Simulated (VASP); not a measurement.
**In: relaxation of cell and atoms with revPBE+D4**

In:

```
In
1.0
    -1.62547    1.62547    2.47370
     1.62547   -1.62547    2.47370
     1.62547    1.62547   -2.47370
In
1
Direct
  0.00000 0.00000 0.00000
```

```
Program                : VASP 6.6.1
Task                   : relaxation of cell and atoms
Functional             : revPBE
Dispersion             : D4
Potentials or basis    : VASP PAW PBE potentials, release 64 (In_d)
Cutoff                 : 600 eV
k mesh                 : 11 × 11 × 11
Occupations            : fermi-dirac, width 0.05 eV
Spin                   : no spin polarisation
Dipole correction      : no
Further INCAR settings : ALGO = Normal; EDIFF = 1e-07; IBRION = 2; EDIFFG = -0.01; NSW = 60; ISIF = 3
```

| Quantity | Value |
| --- | --- |
| Relaxed volume | 26.23 Å³/atom |
| Relaxed cell | a = 3.355 Å, b = 3.355 Å, c = 3.355 Å, α = 121.15°, β = 121.15°, γ = 88.02° |
| Space group after relaxing (to 0.05 Å) | I4/mmm (No. 139) |
| Energy gained by relaxing | 2.1 meV/atom |
| Ionic steps | 12 |
| Pressure after relaxing | 0.0 GPa |
| Dispersion energy per atom | -0.506 eV |

The path:
| step | energy change (eV) | largest force (eV/Å) | pressure (GPa) | volume (Å³) |
| --- | --- | --- | --- | --- |
| 1 | 0.0000 | 0.0000 | 0.21 | 26.14 |
| 2 | -0.0004 | 0.0000 | -0.01 | 26.27 |
| 3 | -0.0007 | 0.0000 | -0.47 | 26.54 |
| 4 | -0.0009 | 0.0000 | -0.48 | 26.55 |
| 5 | -0.0014 | 0.0000 | -0.51 | 26.55 |
| 6 | -0.0014 | 0.0000 | -0.50 | 26.56 |
| 7 | -0.0016 | 0.0000 | -0.51 | 26.56 |
| 8 | -0.0019 | 0.0000 | -0.31 | 26.42 |
| 9 | -0.0021 | 0.0000 | -0.10 | 26.29 |
| 10 | -0.0021 | 0.0000 | -0.01 | 26.23 |
| 11 | -0.0021 | 0.0000 | -0.01 | 26.23 |
| 12 | -0.0021 | 0.0000 | -0.01 | 26.23 |

Final structure:
```
CELL_PARAMETERS angstrom
-1.64833 1.64833 2.41318
1.64833 -1.64833 2.41318
1.64833 1.64833 -2.41318
ATOMIC_POSITIONS crystal
In 0.00000 0.00000 0.00000
```

Levels at points of the mesh, in eV from the Fermi level:
```tsv
k point	band 2	band 3	band 4	band 5	band 6	band 7	band 8	band 9	band 10
(0.00, 0.00, 0.00)	-14.68	-14.68	-14.56	-14.51	-9.55	10.54	10.54	10.63	11.45
```

Run time: 120 s on 1 thread of Intel(R) Xeon(R) 6975P-C (Granite Rapids), with other jobs on the host, peak memory 0.19 GiB.

Caveat: the PAW data sets were made with another functional, which shifts forces and pressure a little; spin-orbit coupling is left out, which moves the levels of the heavy elements; pairwise dispersion overbinds metals, which lowers pressure and volume. Zero-point motion and thermal expansion aren't in these numbers.
